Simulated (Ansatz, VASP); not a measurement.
Two plane-wave programs on AlNi

```
Al Ni
1.0
     2.83402    0.00000    0.00000
     0.00000    2.83402    0.00000
     0.00000    0.00000    2.83402
Al Ni
1 1
Direct
  0.00000 0.00000 0.00000
  0.50000 0.50000 0.50000
```

Alike in both runs: task single point; functional PBE; k mesh 14 × 14 × 14; occupations gaussian, width 0.1 eV; no spin polarisation.

```csv
,VASP,Ansatz
version,VASP 6.6.1,Ansatz 0.2.0
potentials or method,"VASP PAW PBE potentials, release 64 (Al, Ni), cutoff 520 eV","scalar-relativistic, plane waves, PAW"
valence electrons in the cell,13,21
```

```tsv
	VASP	Ansatz	Ansatz less VASP
gap on the k mesh at the Fermi level (eV)	none	none	-
pressure (GPa)	11.3	11.3	0.00
```

A gap of «none» marks a metal or a gap that the smearing closes. VASP's potentials hold 13 valence electrons a cell and Ansatz's 21, so a difference there can come from the potentials and not from the codes.
